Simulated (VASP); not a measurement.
# Ti (P6_3/mmc) in VASP: further runs

Ti is run at these levels: BLYP+D4, PBE; tasks: relaxation of cell and atoms, single point.

All numbers are computed with VASP 6.6.1; they aren't measurements. Logs are shortened: lines on timing, memory, paths and dates and some standing lists are left out, and cuts for length are marked.

## Step 1: The cell of the first run

Symmetry: P6_3/mmc, No. 194, hexagonal system. Conventional cell: a = 2.950 Å, b = 2.950 Å, c = 4.680 Å, α = 90.00°, β = 90.00°, γ = 120.00°. Ti (site symmetry -6m2) has 12 Ti at 2.89 to 2.95 Å within 3.8 Å.

## Step 2: Relaxation of cell and atoms, BLYP+D4

INCAR

```
PREC = Accurate
ENCUT = 600
EDIFF = 1E-6
ISMEAR = -1
SIGMA = 0.05
LREAL = False
LASPH = True
NELM = 80
ALGO = Normal
ISIF = 3
LWAVE = False
LCHARG = False
GGA = B5
ALDAX = 1.0
AGGAX = 1.0
AGGAC = 1.0
ALDAC = 0.0
IVDW = 13
VDW_S6 = 1.0
VDW_S8 = 2.34076671
VDW_A1 = 0.44488865
VDW_A2 = 4.0933009
IBRION = 2
NSW = 80
EDIFFG = -0.01
```

KPOINTS

```
regular mesh
0
Gamma
  10 10 6
```

POSCAR

```
Ti
1.0
    2.9500000000      0.0000000000      0.0000000000
   -1.4750000000      2.5547749412      0.0000000000
    0.0000000000      0.0000000000      4.6800000000
Ti
2
Direct
    0.6666666667      0.3333333333      0.7500000000
    0.3333333333      0.6666666667      0.2500000000
```

Potentials or basis: VASP PAW PBE potentials, release 64 (Ti_sv).

On the command line:

```bash
> cat potpaw_PBE.64/Ti_sv/POTCAR > POTCAR
> mpirun -np 1 vasp_std > vasp.out
```

OUTCAR:

```text
PREC = Accurate
   ENCUT = 600
   EDIFF = 1E-6
   ISMEAR = -1
   LREAL = False
   LASPH = True
   NELM = 80
   ISIF = 3
   GGA = B5
   IVDW = 13
   IBRION = 2
   NSW = 80
   EDIFFG = -0.01

 ion  position               nearest neighbor table
   1  0.667  0.333  0.750-   2 2.89   2 2.89   2 2.89   2 2.89   2 2.89   2 2.89
   2  0.333  0.667  0.250-   1 2.89   1 2.89   1 2.89   1 2.89   1 2.89   1 2.89

  LATTYP: Found a hexagonal cell.
 ALAT       =     2.9500000000
 C/A-ratio  =     1.5864406780

  Lattice vectors:

 A1 = (   2.9500000000,   0.0000000000,   0.0000000000)
 A2 = (  -1.4750000000,   2.5547749412,   0.0000000000)
 A3 = (   0.0000000000,   0.0000000000,   4.6800000000)

Analysis of symmetry for initial positions (statically):
=====================================================================
 Subroutine PRICEL returns:
 Original cell was already a primitive cell.

 Routine SETGRP: Setting up the symmetry group for a
 hexagonal supercell.

 Subroutine GETGRP returns: Found 24 space group operations
 (whereof 12 operations were pure point group operations)
 out of a pool of 24 trial point group operations.

The static configuration has the point symmetry D_3d.
 The point group associated with its full space group is D_6h.

Analysis of symmetry for dynamics (positions and initial velocities):
=====================================================================
 Subroutine PRICEL returns:
 Original cell was already a primitive cell.

 Routine SETGRP: Setting up the symmetry group for a
 hexagonal supercell.

 Subroutine GETGRP returns: Found 24 space group operations
 (whereof 12 operations were pure point group operations)
 out of a pool of 24 trial point group operations.

The dynamic configuration has the point symmetry D_3d.
 The point group associated with its full space group is D_6h.

 Subroutine INISYM returns: Found 24 space group operations
 (whereof 12 operations are pure point group operations),
 and found     1 'primitive' translations

----------------------------------------------------------------------------------------

                                     Primitive cell

  volume of cell :      35.2712

  direct lattice vectors                    reciprocal lattice vectors
     2.950000000  0.000000000  0.000000000     0.338983051  0.195711956  0.000000000
    -1.475000000  2.554774941  0.000000000     0.000000000  0.391423911  0.000000000
     0.000000000  0.000000000  4.680000000     0.000000000  0.000000000  0.213675214

  length of vectors
     2.950000000  2.950000000  4.680000000     0.391423911  0.391423911  0.213675214

  position of ions in fractional coordinates (direct lattice)
     0.666666667  0.333333333  0.750000000
     0.333333333  0.666666667  0.250000000

  ion indices of the primitive-cell ions
   primitive index   ion index
                 1           1
                 2           2

----------------------------------------------------------------------------------------

 KPOINTS: regular mesh

Automatic generation of k-mesh.
 Grid dimensions read from file:
 generate k-points for:   10   10    6

 Generating k-lattice:

  Cartesian coordinates                     Fractional coordinates (reciprocal lattice)
     0.033898305  0.019571196  0.000000000     0.100000000 -0.000000000  0.000000000
     0.000000000  0.039142391  0.000000000     0.000000000  0.100000000  0.000000000
     0.000000000  0.000000000  0.035612536     0.000000000  0.000000000  0.166666667

  Length of vectors
     0.039142391  0.039142391  0.035612536

  Shift w.r.t. Gamma in fractional coordinates (k-lattice)
     0.000000000  0.000000000  0.000000000

 Subroutine IBZKPT returns following result:
 ===========================================

 Found     56 irreducible k-points:

 Following reciprocal coordinates:
            Coordinates               Weight
  0.000000  0.000000  0.000000      1.000000
  0.100000  0.000000  0.000000      6.000000
  0.200000  0.000000  0.000000      6.000000
  0.300000  0.000000  0.000000      6.000000
  0.400000  0.000000  0.000000      6.000000
  0.500000  0.000000  0.000000      3.000000
[... 16 lines left out ...]
  0.300000  0.100000  0.166667     24.000000
  0.400000  0.100000  0.166667     24.000000
 [... further k-points ...]
   k-points           NKPTS =     56   k-points in BZ     NKDIM =     56   number of bands    NBANDS=     16
   number of dos      NEDOS =    301   number of ions     NIONS =      2
   total plane-waves  NPLWV =  23040
   dimension x,y,z NGX =    24 NGY =   24 NGZ =   40
   dimension x,y,z NGXF=    48 NGYF=   48 NGZF=   80
   ions per type =               2
   NGX,Y,Z   is equivalent  to a cutoff of  13.53, 13.53, 14.21 a.u.
   NGXF,Y,Z  is equivalent  to a cutoff of  27.05, 27.05, 28.42 a.u.
 SYSTEM =  unknown system
   PREC   = accura    normal or accurate (medium, high low for compatibility)
   ISTART =      0    job   : 0-new  1-cont  2-samecut
   ICHARG =      2    charge: 1-file 2-atom 10-const
   ISPIN  =      1    spin polarized calculation?
   LNONCOLLINEAR =      F non collinear calculations
   LSORBIT =      F    spin-orbit coupling
   LASPH  =      T    aspherical Exc in radial PAW
   ENCUT  =  600.0 eV  44.10 Ry    6.64 a.u.   5.89  5.89  9.35*2*pi/ulx,y,z
   NELM   =     80;   NELMIN=  2; NELMDL= -5     # of ELM steps
   EDIFF  = 0.1E-05   stopping-criterion for ELM
   LREAL  =      F    real-space projection
   EDIFFG = -.1E-01   stopping-criterion for IOM
   NSW    =     80    number of steps for IOM
   IBRION =      2    ionic relax: 0-MD 1-quasi-New 2-CG
   NFREE  =      1    steps in history (QN), initial steepest desc. (CG)
   ISIF   =      3    stress and relaxation
   ISYM   =      2    0-nonsym 1-usesym 2-fastsym
   POTIM  = 0.5000    time-step for ionic-motion
   TEBEG  =    0.0;   TEEND  =   0.0 temperature during run
   PSTRESS=    0.0 pullay stress
   NELECT =      24.0000    total number of electrons
   NUPDOWN=      -1.0000    fix difference up-down
   EMIN   =  10.00;   EMAX   =-10.00  energy-range for DOS
   EFERMI =   0.00;   METHOD = LEGACY
   ISMEAR =    -1;   SIGMA  =   0.05  broadening in eV -4-tet -1-fermi 0-gaus
   EFERMI_NEDOS =   21; number of points for ismear=-14 and -15
   IALGO  =     38    algorithm
   IMIX   =      4    mixing-type and parameters
     AMIX     =   0.40;   BMIX     =  1.00
     AMIX_MAG =   1.60;   BMIX_MAG =  1.00
  volume/ion in A,a.u.               =      17.64       119.01
  Fermi-wavevector in a.u.,A,eV,Ry     =   1.439920  2.721055 28.209912  2.073370
  Thomas-Fermi vector in A             =   2.558722
   LORBIT       =      0    0 simple, 1 ext, 2 COOP (PROOUT), +10 PAW based schemes
   GGA     = B5    functional components
   LHFCALC =     F    Hartree Fock is set to
   AEXX    =    0.0000 exact exchange contribution
   IVDW    =    13    specifies the selected vdW correction
   LEPSILON=     F    determine dielectric tensor
   LRPA    =     F    only Hartree local field effects (RPA)
 conjugate gradient relaxation of ions
 non-spin polarized calculation
  energy-cutoff  :      600.00
  volume of cell :       35.27
 maximum number of plane-waves:      1194
 NGX is ok and might be reduce to    24
   NGX = 11   NGY = 11   NGZ = 19

--------------------------------------- Ionic step        1  -------------------------------------------

 number of electron      23.9999997 magnetization

 Free energy of the ion-electron system (eV)
  ---------------------------------------------------
  ext. energy  EPLUGINS =         0.00000000
  ---------------------------------------------------
  free energy    TOTEN  =       -13.54543624 eV

  energy without entropy =      -13.52491812  energy(sigma->0) =      -13.53517718

------------------------ aborting loop because EDIFF is reached ----------------------------------------

  DFT-D4 for vdW energy calculation

  Edisp (eV):   -0.74061

  FORCE on cell =-STRESS in cart. coord.  units (eV):
  Direction    XX          YY          ZZ          XY          YZ          ZX
  --------------------------------------------------------------------------------------
  -------------------------------------------------------------------------------------
  Total      -0.51541    -0.51541    -0.65153     0.00000    -0.00000     0.00000
  in kB     -23.41241   -23.41241   -29.59522     0.00000    -0.00000     0.00000
  external pressure =      -25.47 kB  Pullay stress =        0.00 kB

 VOLUME and BASIS-vectors are now :
 -----------------------------------------------------------------------------
  energy-cutoff  :      600.00
  volume of cell :       35.27
      direct lattice vectors                 reciprocal lattice vectors
     2.950000000  0.000000000  0.000000000     0.338983051  0.195711956  0.000000000
    -1.475000000  2.554774941  0.000000000     0.000000000  0.391423911  0.000000000
     0.000000000  0.000000000  4.680000000     0.000000000  0.000000000  0.213675214
[... 161 lines left out ...]
 POSITION                                       TOTAL-FORCE (eV/Angst)
 -----------------------------------------------------------------------------------
      1.46488      0.84575      3.47175        -0.000000     -0.000000      0.000000
     -0.00000      1.69149      1.15725         0.000000      0.000000      0.000000
 -----------------------------------------------------------------------------------
    total drift:                               -0.000000      0.000000     -0.000000

  FREE ENERGIE OF THE ION-ELECTRON SYSTEM (eV)
  ---------------------------------------------------
  free  energy   TOTEN  =       -14.2930683284 eV

  energy  without entropy=      -14.2734993806  energy(sigma->0) =      -14.28328385

--------------------------------------- Ionic step        6  -------------------------------------------

 number of electron      23.9999994 magnetization

 Free energy of the ion-electron system (eV)
  ---------------------------------------------------
  ext. energy  EPLUGINS =         0.00000000
  ---------------------------------------------------
  free energy    TOTEN  =       -13.53361096 eV

  energy without entropy =      -13.51418688  energy(sigma->0) =      -13.52389892

 E-fermi :   8.8802     XC(G=0): -11.0042

 val. band max:        8.8776129327   @ k =   0.3000   0.2000   0.5000
 cond. band min:       8.9063688434   @ k =   0.3000   0.2000   0.3333
 fundamental gap:      0.0287559106
 Fermi energy:         8.8801933079

 k-point     1 :       0.0000    0.0000    0.0000
  band No.  band energies     occupation
      1     -47.7348      2.00000
      2     -47.5871      2.00000
      3     -24.5084      2.00000
      4     -23.8416      2.00000
      5     -23.8416      2.00000
      6     -23.7681      2.00000
[... 8 lines left out ...]
     15      10.1041      0.00000
     16      10.1041      0.00000
[... 419 lines left out ...]
 k-point    24 :       0.4000    0.1000    0.1667
  band No.  band energies     occupation
      1     -47.6074      2.00000
      2     -47.5655      2.00000
      3     -24.3483      2.00000
      4     -24.2283      2.00000
      5     -24.1206      2.00000
      6     -23.9931      2.00000
[... 8 lines left out ...]
     15      10.0452      0.00000
     16      11.8902      0.00000

 [... further k-points ...]

------------------------ aborting loop because EDIFF is reached ----------------------------------------

  DFT-D4 for vdW energy calculation

  Edisp (eV):   -0.75949

  FORCE on cell =-STRESS in cart. coord.  units (eV):
  Direction    XX          YY          ZZ          XY          YZ          ZX
  --------------------------------------------------------------------------------------
  -------------------------------------------------------------------------------------
  Total       0.01321     0.01321     0.01170    -0.00000     0.00000     0.00000
  in kB       0.61480     0.61480     0.54472    -0.00000     0.00000     0.00000
  external pressure =        0.59 kB  Pullay stress =        0.00 kB

 VOLUME and BASIS-vectors are now :
 -----------------------------------------------------------------------------
  energy-cutoff  :      600.00
  volume of cell :       34.41
      direct lattice vectors                 reciprocal lattice vectors
     2.931818580 -0.000000000  0.000000000     0.341085225  0.196925646  0.000000000
    -1.465909290  2.539029369 -0.000000000     0.000000000  0.393851293  0.000000000
     0.000000000 -0.000000000  4.622944383     0.000000000  0.000000000  0.216312358

 POSITION                                       TOTAL-FORCE (eV/Angst)
 -----------------------------------------------------------------------------------
      1.46591      0.84634      3.46721        -0.000000      0.000000      0.000000
     -0.00000      1.69269      1.15574         0.000000     -0.000000      0.000000
 -----------------------------------------------------------------------------------
    total drift:                               -0.000000      0.000000     -0.000000

  FREE ENERGIE OF THE ION-ELECTRON SYSTEM (eV)
  ---------------------------------------------------
  free  energy   TOTEN  =       -14.2931047757 eV

  energy  without entropy=      -14.2736806994  energy(sigma->0) =      -14.28339274

 reached required accuracy - stopping structural energy minimisation
```

It took 2.5 min on 1 thread of Intel Xeon Platinum 8259CL at 2.50GHz (Skylake/Cascade Lake), shared host; peak memory 0.18 GiB.

Results:

```
Free energy                            : -14.2931 eV
Relaxed volume                         : 17.21 Å³/atom
Relaxed cell                           : a = 2.932 Å, b = 2.932 Å, c = 4.623 Å, α = 90.00°, β = 90.00°, γ = 120.00°
Space group after relaxing (to 0.05 Å) : P6_3/mmc (No. 194)
Energy gained by relaxing              : 3.5 meV/atom
Ionic steps                            : 6
Pressure after relaxing                : 0.1 GPa
Band gap on the k mesh                 : zero (band 12 reaches 9.60 eV, above the bottom of band 13 at 8.68 eV)
Dispersion energy per atom             : -0.380 eV
```

The path:
```tsv
step	energy change (eV)	largest force (eV/Å)	pressure (GPa)	volume (Å³)
1	0.0000	0.0000	-2.55	35.27
2	-0.0037	0.0000	1.90	33.86
3	-0.0069	0.0000	-0.03	34.42
4	-0.0069	0.0000	0.04	34.41
5	-0.0070	0.0000	0.07	34.41
6	-0.0071	0.0000	0.06	34.41
```

Final structure:
```
Ti
1.0
     2.93182    0.00000    0.00000
    -1.46591    2.53903    0.00000
     0.00000    0.00000    4.62294
Ti
2
Direct
  0.66667 0.33333 0.75000
  0.33333 0.66667 0.25000
```

Levels at points of the mesh, in eV from the Fermi level:
| k point | band 10 | band 11 | band 12 | band 13 | band 14 | band 15 |
| --- | --- | --- | --- | --- | --- | --- |
| (0.00, 0.00, 0.00) | -2.66 | 0.72 | 0.72 | 0.86 | 1.06 | 1.22 |
| (0.50, 0.00, 0.00) | -2.16 | -1.83 | -0.50 | 0.42 | 0.66 | 1.18 |
| (0.00, 0.00, 0.50) | -4.15 | 0.09 | 0.09 | 0.62 | 0.62 | 0.62 |
| (0.50, 0.00, 0.50) | -2.50 | -0.83 | -0.83 | 1.48 | 1.48 | 1.68 |

Caveat: the PAW data sets were made with another functional, which shifts forces and pressure a little; pairwise dispersion overbinds metals, which lowers pressure and volume.

[end of part 1 of 2]
